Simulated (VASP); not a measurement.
# Li2TaO3 (P4mm) in VASP: a series of runs, part 2 of 2

VASP 6.6.1.

## 4. Relaxation of cell and atoms, PBE

INCAR

```
SYSTEM = Li2TaO3
ALGO     = Normal         ! electronic algorithm
EDIFF    = 1E-7           ! SCF threshold, eV
EDIFFG   = -0.04          ! ionic threshold
ENCUT    = 600            ! plane-wave cutoff, eV
GGA      = PE             ! functional
IBRION   = 2              ! ionic algorithm
ISIF     = 3              ! what is computed and relaxed
ISMEAR   = 0              ! smearing method
LASPH    = .TRUE.         ! aspherical terms in the spheres
LCHARG   = .FALSE.        ! write CHGCAR
LREAL    = .FALSE.        ! projectors in reciprocal space
LWAVE    = .FALSE.        ! write WAVECAR
NELM     = 100            ! most SCF steps
NSW      = 90             ! ionic steps
PREC     = Accurate       ! precision mode
SIGMA    = 0.1            ! smearing width, eV
```

KPOINTS

```
k-points
0
G
  6 6 2
  0 0 0
```

POSCAR

```
Li2TaO3
1.0
    2.8794593800      0.0000000000      0.0000000000
    0.0000000000      2.8794593800      0.0000000000
    0.0000000000      0.0000000000      8.3110331600
Li Ta O
2 1 3
Direct
    0.0000000000      0.0000000000      0.9999432600
    0.5000000000      0.5000000000      0.5015775000
    0.5000000000      0.5000000000      0.1713354600
    0.0000000000      0.0000000000      0.6746923900
    0.0000000000      0.0000000000      0.3274696500
    0.5000000000      0.5000000000      0.8249817500
```

Started as:

```console
cat potpaw_PBE.64/Li_sv/POTCAR potpaw_PBE.64/Ta_pv/POTCAR potpaw_PBE.64/O/POTCAR > POTCAR
mpirun -np 1 vasp_std > vasp.out
```

Run time: 9.2 min. Hardware: 1 thread of Intel Xeon 6975P-C (Granite Rapids), shared host; peak memory 0.24 GiB.

The run converged. Its results:

```
Free energy                            : -40.8895 eV
Relaxed volume                         : 11.99 Å³/atom
Relaxed cell                           : a = 2.871 Å, b = 2.871 Å, c = 8.726 Å, α = 90.00°, β = 90.00°, γ = 90.00°
Space group after relaxing (to 0.05 Å) : P4mm (No. 99)
Energy gained by relaxing              : 1750.8 meV/atom
Ionic steps                            : 53
Pressure after relaxing                : -0.1 GPa
Largest force after relaxing           : 0.025 eV/Å
```

Forces in eV/Å, atoms in the order of the input:
```
Li   0.000  0.000  0.009
Li   0.000  0.000  0.023
Ta   0.000  0.000 -0.013
O    0.000  0.000  0.023
O    0.000  0.000 -0.017
O    0.000  0.000 -0.025
```

Stress tensor (GPa, compression positive):
```
-0.22  0.00  0.00
 0.00 -0.22  0.00
 0.00  0.00  0.18
```

The path:
| step | energy change (eV) | largest force (eV/Å) | pressure (GPa) | volume (Å³) |
| --- | --- | --- | --- | --- |
| 1 | 0.0000 | 5.3558 | -7.38 | 68.91 |
| 3 | -2.9072 | 8.3121 | 34.46 | 52.91 |
| 5 | -4.7399 | 5.6552 | 6.77 | 57.27 |
| 7 | -6.7751 | 6.4420 | 8.92 | 56.44 |
| 9 | -8.0111 | 8.2347 | 13.75 | 56.59 |
| 11 | -9.2123 | 3.3839 | 13.54 | 58.49 |
| 13 | -9.7657 | 3.1275 | -0.12 | 64.16 |
| 15 | -9.8298 | 3.1303 | 2.58 | 62.50 |
| 17 | -10.0049 | 1.7929 | -2.19 | 63.03 |
| 19 | -10.2394 | 1.2073 | 3.57 | 62.35 |
| 21 | -10.2662 | 1.0163 | 6.53 | 62.07 |
| 23 | -10.3636 | 1.3590 | 5.49 | 64.64 |
| 25 | -10.4373 | 0.4014 | -2.17 | 69.09 |
| 27 | -10.4453 | 0.2199 | -1.13 | 68.60 |
| 29 | -10.4654 | 0.7095 | 1.04 | 69.18 |
| 31 | -10.4728 | 0.3857 | 1.28 | 69.35 |
| 33 | -10.4798 | 0.3586 | 0.70 | 69.92 |
| 35 | -10.4921 | 0.2977 | -1.00 | 71.56 |
| 37 | -10.4954 | 0.1914 | -0.18 | 71.33 |
| 39 | -10.4968 | 0.1140 | 0.30 | 71.23 |
| 41 | -10.4993 | 0.3329 | -0.07 | 71.67 |
| 43 | -10.5002 | 0.2426 | -0.27 | 71.75 |
| 45 | -10.5008 | 0.1700 | -0.63 | 71.91 |
| 47 | -10.5019 | 0.1195 | -0.37 | 71.76 |
| 49 | -10.5028 | 0.0789 | 0.21 | 71.52 |
| 51 | -10.5032 | 0.0699 | 0.28 | 71.54 |
| 53 | -10.5045 | 0.0247 | -0.09 | 71.92 |

Final structure:
```
CELL_PARAMETERS angstrom
2.87100 0.00000 0.00000
0.00000 2.87100 0.00000
0.00000 0.00000 8.72559
ATOMIC_POSITIONS crystal
Li 0.00000 0.00000 0.85149
Li 0.50000 0.50000 0.61802
Ta 0.50000 0.50000 0.16915
O 0.00000 0.00000 0.64408
O 0.00000 0.00000 0.25550
O 0.50000 0.50000 0.96176
```

Levels at points of the mesh, in eV from the Fermi level:
```csv
k point,band 14,band 15,band 16,band 17,band 18,band 19,band 20,band 21
"(0.00, 0.00, 0.00)",-3.77,-3.77,-1.87,-0.10,-0.10,0.19,2.86,3.04
"(0.50, 0.00, 0.00)",-3.64,-2.30,-1.03,-0.48,0.34,0.69,2.85,3.73
"(0.50, 0.50, 0.00)",-5.16,-2.38,-2.38,-0.45,1.88,1.88,2.49,4.35
"(0.00, 0.00, 0.50)",-3.77,-3.77,-1.91,-0.10,-0.10,0.21,2.86,3.36
"(0.50, 0.00, 0.50)",-3.64,-2.25,-1.00,-0.52,0.34,0.68,2.86,3.50
"(0.50, 0.50, 0.50)",-5.16,-2.38,-2.38,-0.44,1.87,1.87,2.48,4.33
```

Caveat: the k points lie up to 0.36 Å⁻¹ apart in the final cell; the cutoff is under 1.25 times the usual one of these potentials, so pressure, stress and relaxed cells hold a basis-set (Pulay) error; spin-orbit coupling is left out, which moves the levels of the heavy elements; an odd number of electrons without spin polarisation forces a metal; a magnetic or distorted state may lie lower.

## 5. Single point, PBE

This run uses another cell than the first one, of 12.26 Å³/atom, 1.068 times its volume.

INCAR

```
SYSTEM = Li2TaO3
PREC = Accurate ; ENCUT = 520
EDIFF = 1E-6 ; ISMEAR = 0
SIGMA = 0.1 ; LREAL = .False.
LASPH = .True. ; NELM = 80
ALGO = Normal ; ISIF = 2
LWAVE = .False. ; LCHARG = .True.
GGA = PE ; LELF = .True.
LVHAR = .True. ; NBANDS = 26
```

KPOINTS

```
Automatic mesh
0
Gamma
  14 14 4
  0 0 0
```

POSCAR

```
Li2TaO3
1.0
    2.8749041182      0.0000000000      0.0000000000
    0.0000000000      2.8749041182      0.0000000000
    0.0000000000      0.0000000000      8.9010717089
Li Ta O
2 1 3
Direct
    0.0000000000      0.0000000000      0.8511480303
    0.5000000000      0.5000000000      0.6234821501
    0.5000000000      0.5000000000      0.1646508870
    0.0000000000      0.0000000000      0.6499031099
    0.0000000000      0.0000000000      0.2483087406
    0.5000000000      0.5000000000      0.9625070920
```

Started as:

```console
cat potpaw_PBE.64/Li_sv/POTCAR potpaw_PBE.64/Ta_pv/POTCAR potpaw_PBE.64/O/POTCAR > POTCAR
mpirun -np 1 vasp_std > vasp.out
```

Wall time 92 s (1 thread of Intel Xeon 6975P-C (Granite Rapids), shared host); peak memory 0.32 GiB.

The run converged. Its results:

| Item | Value |
| --- | --- |
| Free energy | -40.8522 eV |
| Largest force | 0.271 eV/Å |

Forces in eV/Å, atoms in the order of the input:
```
Li   0.000  0.000  0.046
Li   0.000  0.000 -0.009
Ta   0.000  0.000  0.240
O    0.000  0.000 -0.037
O    0.000  0.000  0.031
O    0.000  0.000 -0.271
```

Levels at points of the mesh, in eV from the Fermi level:
```csv
k point,band 15,band 16,band 17,band 18,band 19,band 20
"(0.00, 0.00, 0.00)",-4.05,-1.91,-0.10,-0.10,-0.05,2.58
"(0.50, 0.00, 0.00)",-2.31,-1.06,-0.68,0.34,0.51,2.63
"(0.50, 0.50, 0.00)",-2.38,-2.38,-0.48,1.65,1.65,2.28
"(0.00, 0.00, 0.50)",-4.05,-1.94,-0.10,-0.10,-0.03,2.58
"(0.50, 0.00, 0.50)",-2.27,-1.04,-0.71,0.34,0.49,2.63
"(0.50, 0.50, 0.50)",-2.39,-2.39,-0.47,1.64,1.64,2.27
```

Caveat: the cutoff is under 1.25 times the usual one of these potentials, so pressure, stress and relaxed cells hold a basis-set (Pulay) error; spin-orbit coupling is left out, which moves the levels of the heavy elements; an odd number of electrons without spin polarisation forces a metal; a magnetic or distorted state may lie lower.

## 6. Relaxation of cell and atoms, PBE

This run uses another cell than the first one, of 12.21 Å³/atom, 1.063 times its volume.

INCAR

```
SYSTEM = Li2TaO3
PREC = Accurate
ENCUT = 600
EDIFF = 1E-6
ISMEAR = 0
SIGMA = 0.1
LREAL = .False.
LASPH = .True.
NELM = 80
ALGO = Normal
ISIF = 3
LWAVE = .False.
LCHARG = .False.
GGA = PE
IBRION = 2
NSW = 100
EDIFFG = -0.01
```

KPOINTS is that of step 5.

POSCAR

```
Li2TaO3
1.0
    2.8688479539      0.0000000000      0.0000000000
    0.0000000000      2.8688479539      0.0000000000
    0.0000000000      0.0000000000      8.9032219953
Li Ta O
2 1 3
Direct
    0.0000000000      0.0000000000      0.8525228887
    0.5000000000      0.5000000000      0.6235412202
    0.5000000000      0.5000000000      0.1635751149
    0.0000000000      0.0000000000      0.6504327516
    0.0000000000      0.0000000000      0.2487951261
    0.5000000000      0.5000000000      0.9611329085
```

Potentials or basis: VASP PAW PBE potentials, release 64 (Li_sv, Ta_pv, O).

Started as:

```console
cat potpaw_PBE.64/Li_sv/POTCAR potpaw_PBE.64/Ta_pv/POTCAR potpaw_PBE.64/O/POTCAR > POTCAR
mpirun -np 1 vasp_std > vasp.out
```

Wall time 16 min (1 thread of Intel Xeon 6975P-C (Granite Rapids), shared host); peak memory 0.36 GiB.

It converged, with:

- Free energy: -40.8606 eV
- Relaxed volume: 12.14 Å³/atom
- Relaxed cell: a = 2.874 Å, b = 2.874 Å, c = 8.814 Å, α = 90.00°, β = 90.00°, γ = 90.00°
- Space group after relaxing (to 0.05 Å): P4mm (No. 99)
- Energy gained by relaxing: 0.3 meV/atom
- Ionic steps: 36
- Pressure after relaxing: 0.0 GPa
- Largest force after relaxing: 0.009 eV/Å

Forces in eV/Å, atoms in the order of the input:
```
Li   0.000  0.000 -0.009
Li   0.000  0.000 -0.008
Ta   0.000  0.000  0.004
O    0.000  0.000  0.005
O    0.000  0.000  0.005
O    0.000  0.000  0.002
```

The path:
| step | energy change (eV) | largest force (eV/Å) | pressure (GPa) | volume (Å³) |
| --- | --- | --- | --- | --- |
| 1 | 0.0000 | 0.2343 | 0.46 | 73.28 |
| 2 | 0.0061 | 0.7002 | -1.03 | 73.64 |
| 3 | -0.0006 | 0.0316 | 0.10 | 73.36 |
| 4 | -0.0008 | 0.0229 | -0.02 | 73.45 |
| 5 | -0.0009 | 0.0317 | -0.17 | 73.54 |
| 6 | -0.0010 | 0.0222 | -0.09 | 73.48 |
| 7 | -0.0010 | 0.0330 | -0.01 | 73.44 |
| 8 | -0.0010 | 0.0258 | -0.03 | 73.45 |
| 9 | -0.0011 | 0.0530 | -0.06 | 73.41 |
| 10 | -0.0011 | 0.0355 | -0.05 | 73.42 |
| 11 | -0.0011 | 0.0287 | -0.04 | 73.40 |
| 12 | -0.0012 | 0.0231 | 0.00 | 73.35 |
| 13 | -0.0012 | 0.0406 | 0.09 | 73.23 |
| 14 | -0.0012 | 0.0212 | 0.08 | 73.28 |
| 15 | -0.0012 | 0.0231 | 0.03 | 73.27 |
| 16 | -0.0013 | 0.0276 | -0.07 | 73.22 |
| 17 | -0.0014 | 0.0282 | -0.05 | 73.19 |
| 18 | -0.0014 | 0.1030 | 0.04 | 73.09 |
| 19 | -0.0014 | 0.0881 | 0.02 | 73.11 |
| 20 | -0.0014 | 0.0826 | 0.01 | 73.09 |
| 21 | -0.0015 | 0.0710 | -0.02 | 73.04 |
| 22 | -0.0016 | 0.0478 | -0.03 | 72.94 |
| 23 | -0.0015 | 0.0697 | -0.09 | 72.74 |
| 24 | -0.0016 | 0.0404 | -0.05 | 72.90 |
| 25 | -0.0017 | 0.0371 | -0.05 | 72.88 |
| 26 | -0.0017 | 0.0619 | -0.06 | 72.84 |
| 27 | -0.0018 | 0.0472 | -0.02 | 72.83 |
| 28 | -0.0018 | 0.0126 | 0.08 | 72.78 |
| 29 | -0.0018 | 0.0127 | 0.10 | 72.77 |
| 30 | -0.0018 | 0.0121 | 0.09 | 72.78 |
| 31 | -0.0019 | 0.0101 | 0.02 | 72.80 |
| 32 | -0.0018 | 0.0218 | -0.10 | 72.86 |
| 33 | -0.0019 | 0.0106 | -0.02 | 72.82 |
| 34 | -0.0019 | 0.0126 | -0.01 | 72.82 |
| 35 | -0.0019 | 0.0110 | -0.01 | 72.82 |
| 36 | -0.0019 | 0.0087 | -0.03 | 72.82 |

Final structure:
```
Li Ta O
1.0
     2.87431    0.00000    0.00000
     0.00000    2.87431    0.00000
     0.00000    0.00000    8.81426
Li Ta O
2 1 3
Direct
  0.00000 0.00000 0.85164
  0.50000 0.50000 0.62193
  0.50000 0.50000 0.16655
  0.00000 0.00000 0.64737
  0.00000 0.00000 0.25100
  0.50000 0.50000 0.96152
```

Levels at points of the mesh, in eV from the Fermi level:
| k point | band 13 | band 14 | band 15 | band 16 | band 17 | band 18 | band 19 | band 20 | band 21 |
| --- | --- | --- | --- | --- | --- | --- | --- | --- | --- |
| (0.00, 0.00, 0.00) | -4.31 | -4.00 | -4.00 | -1.90 | -0.10 | -0.10 | -0.02 | 2.58 | 2.82 |
| (0.50, 0.00, 0.00) | -5.50 | -3.88 | -2.30 | -1.05 | -0.68 | 0.34 | 0.49 | 2.61 | 3.49 |
| (0.50, 0.50, 0.00) | -5.97 | -5.38 | -2.38 | -2.38 | -0.47 | 1.63 | 1.63 | 2.29 | 4.15 |
| (0.00, 0.00, 0.50) | -4.31 | -4.00 | -4.00 | -1.94 | -0.10 | -0.10 | 0.00 | 2.58 | 3.13 |
| (0.50, 0.00, 0.50) | -5.50 | -3.88 | -2.26 | -1.03 | -0.71 | 0.34 | 0.47 | 2.61 | 3.28 |
| (0.50, 0.50, 0.50) | -5.97 | -5.38 | -2.38 | -2.38 | -0.46 | 1.62 | 1.62 | 2.28 | 4.13 |

Caveat: the cutoff is under 1.25 times the usual one of these potentials, so pressure, stress and relaxed cells hold a basis-set (Pulay) error; spin-orbit coupling is left out, which moves the levels of the heavy elements; an odd number of electrons without spin polarisation forces a metal; a magnetic or distorted state may lie lower.

## 7. The runs side by side

```csv
task,cell,k mesh,cutoff (eV),gap on the mesh (eV),pressure (GPa),relaxed volume (Å³/atom),largest force (eV/Å)
single point,"a = 2.879, b = 2.879, c = 8.311 Å, 6 atoms",6 × 6 × 2,520,none,-,-,5.36
single point,"a = 2.869, b = 2.869, c = 8.903 Å, 6 atoms",6 × 6 × 2,520,none,-,-,0.28
relaxation of cell and atoms,"relaxed from a = 2.879, b = 2.879, c = 8.311 Å, 6 atoms",6 × 6 × 2,600,none,-0.1,11.99,0.02
single point,"a = 2.875, b = 2.875, c = 8.901 Å, 6 atoms",14 × 14 × 4,520,none,-,-,0.27
relaxation of cell and atoms,"relaxed from a = 2.869, b = 2.869, c = 8.903 Å, 6 atoms",14 × 14 × 4,600,none,0.0,12.14,0.01
```

Alike in all rows: level PBE; potentials or basis VASP PAW PBE potentials, release 64 (Li_sv, Ta_pv, O); no spin polarisation; smearing gaussian 0.1 eV.

Caveats: some runs use coarse meshes; the cutoff is under 1.25 times the usual one of these potentials, so pressure, stress and relaxed cells hold a basis-set (Pulay) error; spin-orbit coupling is left out, which moves the levels of the heavy elements; an odd number of electrons without spin polarisation forces a metal; a magnetic or distorted state may lie lower.

Total energies depend on the potentials used, so only differences within one code and one set of settings carry meaning.
